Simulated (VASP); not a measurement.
# Na (C2/m) in VASP: notebook

The runs below take Na through single point, with PBEsol.

All numbers are computed with VASP 6.6.1; they aren't measurements. Logs are shortened: lines on timing, memory, paths and dates and some standing lists are left out, and cuts for length are marked.

## Step 1: The cell of the first run

The structure is monoclinic, space group C2/m (No. 12). The conventional cell has a = 6.525 Å, b = 3.767 Å, c = 6.154 Å, α = 90.00°, β = 90.00°, γ = 90.00°. Na (site symmetry m) has 10 Na at 3.14 to 3.93 Å within 4.1 Å.

## Step 2: Single point, PBEsol (atom 1 (Na) moved by (+0.450, -0.450) A along y and z)

INCAR

```
  PREC = Accurate
  ENCUT = 520
  EDIFF = 1E-6
  ISMEAR = 0
  SIGMA = 0.15
  LREAL = False
  LASPH = True
  NELM = 60
  ALGO = Fast
  ISIF = 2
  LWAVE = False
  LCHARG = False
  GGA = PS
  NBANDS = 14
```

KPOINTS

```
regular mesh
0
Gamma
  12 12 8
```

POSCAR

```
Na
1.0
    3.7670009976      0.0000000000      0.0000000000
   -1.8835004988      3.2623185600      0.0000000000
    0.0000000000      0.0000000000      6.1540000000
Na
2
Direct
    0.4023026862      0.8046053724      0.1768768281
    0.6666666667      0.3333333333      0.7500000000
```

Potentials or basis: VASP PAW PBE potentials, release 64 (Na_pv).

Started as:

```sh
$ cat potpaw_PBE.64/Na_pv/POTCAR > POTCAR
$ mpirun -np 1 vasp_std > vasp.out
```

OUTCAR:

```text
PREC = Accurate
   ENCUT = 520
   EDIFF = 1E-6
   ISMEAR = 0
   LREAL = False
   LASPH = True
   NELM = 60
   ISIF = 2
   GGA = PS

 ion  position               nearest neighbor table
   1  0.402  0.805  0.177-
   2  0.667  0.333  0.750-

  LATTYP: Found a hexagonal cell.
 ALAT       =     3.7670009976
 C/A-ratio  =     1.6336603054

  Lattice vectors:

 A1 = (   3.7670009976,   0.0000000000,   0.0000000000)
 A2 = (  -1.8835004988,   3.2623185600,   0.0000000000)
 A3 = (   0.0000000000,   0.0000000000,   6.1540000000)

Analysis of symmetry for initial positions (statically):
=====================================================================
 Subroutine PRICEL returns:
 Original cell was already a primitive cell.

 Routine SETGRP: Setting up the symmetry group for a
 hexagonal supercell.

 Subroutine GETGRP returns: Found  4 space group operations
 (whereof  2 operations were pure point group operations)
 out of a pool of 24 trial point group operations.

The static configuration has the point symmetry C_1h.
 The point group associated with its full space group is C_2h.

Analysis of symmetry for dynamics (positions and initial velocities):
=====================================================================
 Subroutine PRICEL returns:
 Original cell was already a primitive cell.

 Routine SETGRP: Setting up the symmetry group for a
 hexagonal supercell.

 Subroutine GETGRP returns: Found  4 space group operations
 (whereof  2 operations were pure point group operations)
 out of a pool of 24 trial point group operations.

The dynamic configuration has the point symmetry C_1h.
 The point group associated with its full space group is C_2h.

 Subroutine INISYM returns: Found  4 space group operations
 (whereof  2 operations are pure point group operations),
 and found     1 'primitive' translations

----------------------------------------------------------------------------------------

                                     Primitive cell

  volume of cell :      75.6275

  direct lattice vectors                    reciprocal lattice vectors
     3.767000998  0.000000000  0.000000000     0.265463163  0.153265229  0.000000000
    -1.883500499  3.262318560  0.000000000     0.000000000  0.306530457  0.000000000
     0.000000000  0.000000000  6.154000000     0.000000000  0.000000000  0.162495938

  length of vectors
     3.767000998  3.767000998  6.154000000     0.306530457  0.306530457  0.162495938

  position of ions in fractional coordinates (direct lattice)
     0.402302686  0.804605372  0.176876828
     0.666666667  0.333333333  0.750000000

  ion indices of the primitive-cell ions
   primitive index   ion index
                 1           1
                 2           2

----------------------------------------------------------------------------------------

 KPOINTS: regular mesh

Automatic generation of k-mesh.
 Grid dimensions read from file:
 generate k-points for:   12   12    8

 Generating k-lattice:

  Cartesian coordinates                     Fractional coordinates (reciprocal lattice)
     0.022121930  0.012772102  0.000000000     0.083333333 -0.000000000  0.000000000
     0.000000000  0.025544205  0.000000000     0.000000000  0.083333333  0.000000000
     0.000000000  0.000000000  0.020311992     0.000000000  0.000000000  0.125000000

  Length of vectors
     0.025544205  0.025544205  0.020311992

  Shift w.r.t. Gamma in fractional coordinates (k-lattice)
     0.000000000  0.000000000  0.000000000

 Subroutine IBZKPT returns following result:
 ===========================================

 Found    320 irreducible k-points:

 Following reciprocal coordinates:
            Coordinates               Weight
  0.000000  0.000000  0.000000      1.000000
  0.083333  0.000000  0.000000      4.000000
  0.000000  0.083333  0.000000      2.000000
  0.166667  0.000000  0.000000      4.000000
  0.000000  0.166667  0.000000      2.000000
  0.250000  0.000000  0.000000      4.000000
[... 16 lines left out ...]
 -0.083333  0.416667  0.000000      4.000000
 -0.416667  0.333333  0.000000      4.000000
 [... further k-points ...]
   k-points           NKPTS =    320   k-points in BZ     NKDIM =    320   number of bands    NBANDS=     14
   number of dos      NEDOS =    301   number of ions     NIONS =      2
   total plane-waves  NPLWV =  37632
   dimension x,y,z NGX =    28 NGY =   28 NGZ =   48
   dimension x,y,z NGXF=    56 NGYF=   56 NGZF=   96
   ions per type =               2
   NGX,Y,Z   is equivalent  to a cutoff of  12.36, 12.36, 12.97 a.u.
   NGXF,Y,Z  is equivalent  to a cutoff of  24.71, 24.71, 25.93 a.u.
 SYSTEM =  unknown system
   PREC   = accura    normal or accurate (medium, high low for compatibility)
   ISTART =      0    job   : 0-new  1-cont  2-samecut
   ICHARG =      2    charge: 1-file 2-atom 10-const
   ISPIN  =      1    spin polarized calculation?
   LNONCOLLINEAR =      F non collinear calculations
   LSORBIT =      F    spin-orbit coupling
   LASPH  =      T    aspherical Exc in radial PAW
   ENCUT  =  520.0 eV  38.22 Ry    6.18 a.u.   7.00  7.00 11.44*2*pi/ulx,y,z
   NELM   =     60;   NELMIN=  2; NELMDL= -5     # of ELM steps
   EDIFF  = 0.1E-05   stopping-criterion for ELM
   LREAL  =      F    real-space projection
[... 7 lines left out ...]
   TEBEG  =    0.0;   TEEND  =   0.0 temperature during run
   PSTRESS=    0.0 pullay stress
   NELECT =      14.0000    total number of electrons
   NUPDOWN=      -1.0000    fix difference up-down
   EMIN   =  10.00;   EMAX   =-10.00  energy-range for DOS
   EFERMI =   0.00;   METHOD = LEGACY
   ISMEAR =     0;   SIGMA  =   0.15  broadening in eV -4-tet -1-fermi 0-gaus
   EFERMI_NEDOS =   21; number of points for ismear=-14 and -15
   IALGO  =     68    algorithm
   IMIX   =      4    mixing-type and parameters
     AMIX     =   0.40;   BMIX     =  1.00
     AMIX_MAG =   1.60;   BMIX_MAG =  1.00
  volume/ion in A,a.u.               =      37.81       255.18
  Fermi-wavevector in a.u.,A,eV,Ry     =   0.933020  1.763152 11.844231  0.870526
  Thomas-Fermi vector in A             =   2.059678
   LORBIT       =      0    0 simple, 1 ext, 2 COOP (PROOUT), +10 PAW based schemes
   GGA     = PS    functional components
   LHFCALC =     F    Hartree Fock is set to
   AEXX    =    0.0000 exact exchange contribution
   IVDW    =     0    specifies the selected vdW correction
   LEPSILON=     F    determine dielectric tensor
   LRPA    =     F    only Hartree local field effects (RPA)
 non-spin polarized calculation
 RMM-DIIS sequential band-by-band and
 Gauss-broadening in eV      SIGMA  =   0.15
  energy-cutoff  :      520.00
  volume of cell :       75.63
 maximum number of plane-waves:      2059
   NGX = 13   NGY = 13   NGZ = 23

 number of electron      14.0000010 magnetization

 Free energy of the ion-electron system (eV)
  ---------------------------------------------------
  ext. energy  EPLUGINS =         0.00000000
  ---------------------------------------------------
  free energy    TOTEN  =        -2.71462322 eV

  energy without entropy =       -2.70436289  energy(sigma->0) =       -2.70949306

 E-fermi :   0.2473     XC(G=0):  -6.4287

 val. band max:        0.2246331731   @ k =   0.3333   0.0000   0.3750
 cond. band min:       0.2574293195   @ k =   0.3333   0.1667   0.3750
 fundamental gap:      0.0327961464
 Fermi energy:         0.2472701157

 k-point     1 :       0.0000    0.0000    0.0000
  band No.  band energies     occupation
      1     -24.6344      2.00000
      2     -24.5871      2.00000
      3     -24.5773      2.00000
      4     -24.5766      2.00000
      5     -24.5758      2.00000
      6     -24.5740      2.00000
      7      -3.0060      2.00000
      8       0.8547      0.00000
      9       1.1820      0.00000
     10      10.0330      0.00000
     11      10.1585      0.00000
     12      10.2216      0.00000
     13      10.3672      0.00000
     14      10.8213      0.00000

 k-point     2 :       0.0833    0.0000    0.0000
  band No.  band energies     occupation
      1     -24.6339      2.00000
      2     -24.5880      2.00000
      3     -24.5797      2.00000
      4     -24.5769      2.00000
      5     -24.5763      2.00000
      6     -24.5741      2.00000
      7      -2.9045      2.00000
      8       0.9453      0.00000
      9       1.2805      0.00000
     10       8.3919      0.00000
     11       9.3252      0.00000
     12       9.6799      0.00000
     13      11.2316      0.00000
     14      11.6188      0.00000

 k-point     3 :       0.0000    0.0833    0.0000
  band No.  band energies     occupation
      1     -24.6338      2.00000
      2     -24.5892      2.00000
      3     -24.5782      2.00000
      4     -24.5782      2.00000
      5     -24.5750      2.00000
      6     -24.5744      2.00000
      7      -2.9045      2.00000
      8       0.9452      0.00000
      9       1.2798      0.00000
     10       8.4379      0.00000
     11       9.2978      0.00000
     12       9.7179      0.00000
     13      11.1796      0.00000
     14      11.5496      0.00000
[... 324 lines left out ...]
 k-point    23 :      -0.0833    0.4167    0.0000
  band No.  band energies     occupation
      1     -24.6319      2.00000
      2     -24.6065      2.00000
      3     -24.5916      2.00000
      4     -24.5870      2.00000
      5     -24.5804      2.00000
      6     -24.5768      2.00000
      7      -0.9178      2.00000
      8       2.3141      0.00000
      9       2.7618      0.00000
     10       3.5076      0.00000
     11       5.7955      0.00000
     12       6.0665      0.00000
     13       6.9796      0.00000
     14       9.3284      0.00000

 k-point    24 :      -0.4167    0.3333    0.0000
  band No.  band energies     occupation
      1     -24.6297      2.00000
      2     -24.6052      2.00000
      3     -24.5922      2.00000
      4     -24.5885      2.00000
      5     -24.5818      2.00000
      6     -24.5764      2.00000
      7      -0.9171      2.00000
      8       2.3926      0.00000
      9       2.7689      0.00000
     10       3.3832      0.00000
     11       5.6036      0.00000
     12       6.0715      0.00000
     13       7.2285      0.00000
     14       9.3461      0.00000

 [... further k-points ...]

------------------------ aborting loop because EDIFF is reached ----------------------------------------

  FORCE on cell =-STRESS in cart. coord.  units (eV):
  Direction    XX          YY          ZZ          XY          YZ          ZX
  --------------------------------------------------------------------------------------
  -------------------------------------------------------------------------------------
  Total       -0.1574989      0.1810506      0.2495441      0.0000000     -0.1721580      0.0000000
  in kB       -3.3366340      3.8355789      5.2866215      0.0000000     -3.6471879      0.0000000
  external PRESSURE =       1.9285221 kB  Pullay stress =       0.0000000 kB

 VOLUME and BASIS-vectors are now :
 -----------------------------------------------------------------------------
  energy-cutoff  :      520.00
  volume of cell :       75.63
      direct lattice vectors                 reciprocal lattice vectors
     3.767000998  0.000000000  0.000000000     0.265463163  0.153265229  0.000000000
    -1.883500499  3.262318560  0.000000000     0.000000000  0.306530457  0.000000000
     0.000000000  0.000000000  6.154000000     0.000000000  0.000000000  0.162495938

 POSITION                                       TOTAL-FORCE (eV/Angst)
 -----------------------------------------------------------------------------------
      0.00000      2.62488      1.08850         0.000000     -0.099988      0.343957
      1.88350      1.08744      4.61550         0.000000      0.099988     -0.343957
 -----------------------------------------------------------------------------------
    total drift:                               -0.000001      0.000006      0.000003

  FREE ENERGIE OF THE ION-ELECTRON SYSTEM (eV)
  ---------------------------------------------------
  free  energy   TOTEN  =        -2.7146232220 eV

  energy  without entropy=       -2.7043628927  energy(sigma->0) =       -2.70949306
```

Run time: 8.1 min. Hardware: 1 thread of Intel Xeon 8259CL, shared host; peak memory 0.37 GiB.

What came out:

| Property | Result |
| --- | --- |
| Free energy | -2.7146 eV |
| Pressure | 0.2 GPa |
| Largest force | 0.358 eV/Å |
| Band gap on the k mesh | zero (bands 7 and 8 overlap by 3.83 eV) |

Forces on the atoms (eV/Å):
```
Na   0.000 -0.100  0.344
Na   0.000  0.100 -0.344
```

Stress tensor (GPa, compression positive):
```
-0.33  0.00  0.00
 0.00  0.38 -0.36
 0.00 -0.36  0.53
```

Caveat: the cell differs from its parent crystal (atom 1 (Na) moved by (+0.450, -0.450) A along y and z); the PAW data sets were made with another functional, which shifts forces and pressure a little.

## Step 3: Single point, PBEsol (atom 1 (Na) moved by (-0.450, -0.225) A along y and z)

INCAR

```
SYSTEM = Na
  PREC = Accurate
  ENCUT = 520
  EDIFF = 1E-7
  ISMEAR = 0
  SIGMA = 0.15
  LREAL = .FALSE.
  LASPH = .TRUE.
  NELM = 60
  ALGO = Fast
  ISIF = 2
  LWAVE = .FALSE.
  LCHARG = .FALSE.
  GGA = PS
  NBANDS = 14
```

KPOINTS

```
regular mesh
0
G
  12 12 8
  0 0 0
```

POSCAR, as its differences from that of step 2:

```diff
@@ -8,3 +8,3 @@
 Direct
-    0.4023026862      0.8046053724      0.1768768281
+    0.2643639804      0.5287279609      0.2134384140
     0.6666666667      0.3333333333      0.7500000000
```

Potentials or basis: VASP PAW PBE potentials, release 64 (Na_pv).

Started as:

```sh
$ cat potpaw_PBE.64/Na_pv/POTCAR > POTCAR
$ mpirun -np 1 vasp_std > vasp.out
```

OUTCAR:

```text
SYSTEM = Na
   PREC = Accurate
   ENCUT = 520
   EDIFF = 1E-7
   ISMEAR = 0
   LREAL = .FALSE.
   LASPH = .TRUE.
   NELM = 60
   ISIF = 2
   GGA = PS

 ion  position               nearest neighbor table
   1  0.264  0.529  0.213-
   2  0.667  0.333  0.750-

  LATTYP: Found a hexagonal cell.
 ALAT       =     3.7670009976
 C/A-ratio  =     1.6336603054

  Lattice vectors:

 A1 = (   3.7670009976,   0.0000000000,   0.0000000000)
[... 596 lines left out ...]

------------------------ aborting loop because EDIFF is reached ----------------------------------------

  FORCE on cell =-STRESS in cart. coord.  units (eV):
  Direction    XX          YY          ZZ          XY          YZ          ZX
  --------------------------------------------------------------------------------------
  -------------------------------------------------------------------------------------
  Total        0.0641612     -0.2788565     -0.0502998      0.0000000      0.0354147      0.0000000
  in kB        1.3592628     -5.9076084     -1.0656067      0.0000000      0.7502643      0.0000000
  external PRESSURE =      -1.8713174 kB  Pullay stress =       0.0000000 kB

 VOLUME and BASIS-vectors are now :
 -----------------------------------------------------------------------------
  energy-cutoff  :      520.00
  volume of cell :       75.63
      direct lattice vectors                 reciprocal lattice vectors
     3.767000998  0.000000000  0.000000000     0.265463163  0.153265229  0.000000000
    -1.883500499  3.262318560  0.000000000     0.000000000  0.306530457  0.000000000
     0.000000000  0.000000000  6.154000000     0.000000000  0.000000000  0.162495938

 POSITION                                       TOTAL-FORCE (eV/Angst)
 -----------------------------------------------------------------------------------
     -0.00000      1.72488      1.31350         0.000000      0.033705      0.160353
      1.88350      1.08744      4.61550         0.000000     -0.033705     -0.160353
 -----------------------------------------------------------------------------------
    total drift:                                0.000000     -0.000078     -0.000006

  FREE ENERGIE OF THE ION-ELECTRON SYSTEM (eV)
  ---------------------------------------------------
  free  energy   TOTEN  =        -2.7783428795 eV

  energy  without entropy=       -2.7685647419  energy(sigma->0) =       -2.77345381
```

OSZICAR:

```text
N       E                     dE             d eps       ncg     rms          rms(c)
DAV:   1     0.100813253556E+03    0.10081E+03   -0.75584E+03  8960   0.957E+02
DAV:   2     0.124823720182E+01   -0.99565E+02   -0.98470E+02  9242   0.277E+02
DAV:   3    -0.272956543922E+01   -0.39778E+01   -0.39741E+01 11498   0.636E+01
DAV:   4    -0.278468778923E+01   -0.55122E-01   -0.55121E-01  9848   0.808E+00
DAV:   5    -0.278592330625E+01   -0.12355E-02   -0.12355E-02 11476   0.124E+00    0.355E-01
RMM:   6    -0.278018141295E+01    0.57419E-02   -0.45201E-03 11495   0.858E-01    0.211E-01
RMM:   7    -0.277835483375E+01    0.18266E-02   -0.41191E-03 10637   0.701E-01    0.691E-02
RMM:   8    -0.277831818791E+01    0.36646E-04   -0.10263E-03 11788   0.532E-01    0.160E-02
RMM:   9    -0.277833788238E+01   -0.19694E-04   -0.37633E-04 12192   0.212E-01    0.129E-02
RMM:  10    -0.277833831999E+01   -0.43762E-06   -0.13163E-04 12323   0.190E-01    0.585E-03
RMM:  11    -0.277834218379E+01   -0.38638E-05   -0.42530E-05 12242   0.746E-02    0.366E-03
RMM:  12    -0.277834374562E+01   -0.15618E-05   -0.11679E-05 11605   0.567E-02    0.524E-03
RMM:  13    -0.277834269271E+01    0.10529E-05   -0.57030E-06 11945   0.304E-02    0.555E-04
RMM:  14    -0.277834286568E+01   -0.17296E-06   -0.17823E-06 10301   0.145E-02    0.744E-04
RMM:  15    -0.277834287947E+01   -0.13797E-07   -0.19475E-07  5777   0.663E-03
   1 F= -.27783429E+01 E0= -.27734538E+01  d E =-.977814E-02
```

Wall time 8.4 min (1 thread of Intel Xeon 8259CL, shared host); peak memory 0.37 GiB.

What came out:

- Free energy: -2.7783 eV
- Pressure: -0.2 GPa
- Largest force: 0.164 eV/Å
- Band gap on the k mesh: zero (bands 7 and 8 overlap by 4.09 eV)

Forces in eV/Å, atoms in the order of the input:
```
Na   0.000  0.034  0.160
Na   0.000 -0.034 -0.160
```

Stress tensor (GPa, compression positive):
```
 0.14  0.00  0.00
 0.00 -0.59  0.08
 0.00  0.08 -0.11
```

Levels at points of the mesh, in eV from the Fermi level:
```
           k point  band 4  band 5  band 6  band 7  band 8  band 9  band 10  band 11
(0.00, 0.00, 0.00)  -24.80  -24.80  -24.80   -3.24    0.56    0.95     9.78     9.91
(0.50, 0.00, 0.00)  -24.81  -24.81  -24.80    0.26    0.33    3.83     3.85     4.40
(0.00, 0.50, 0.00)  -24.82  -24.81  -24.80    0.20    0.41    3.85     3.85     4.11
(0.00, 0.00, 0.50)  -24.80  -24.80  -24.80   -2.35   -2.07    5.44     5.47    10.42
(0.50, 0.00, 0.50)  -24.81  -24.81  -24.80    0.97    1.03    1.57     1.59     7.42
(0.00, 0.50, 0.50)  -24.82  -24.81  -24.81    0.96    1.15    1.45     1.57     7.45
```

Caveat: the cell differs from its parent crystal (atom 1 (Na) moved by (-0.450, -0.225) A along y and z); the PAW data sets were made with another functional, which shifts forces and pressure a little.

[end of part 1 of 2]

The gap in the log of VASP goes by the Fermi energy; the results here count the filled bands.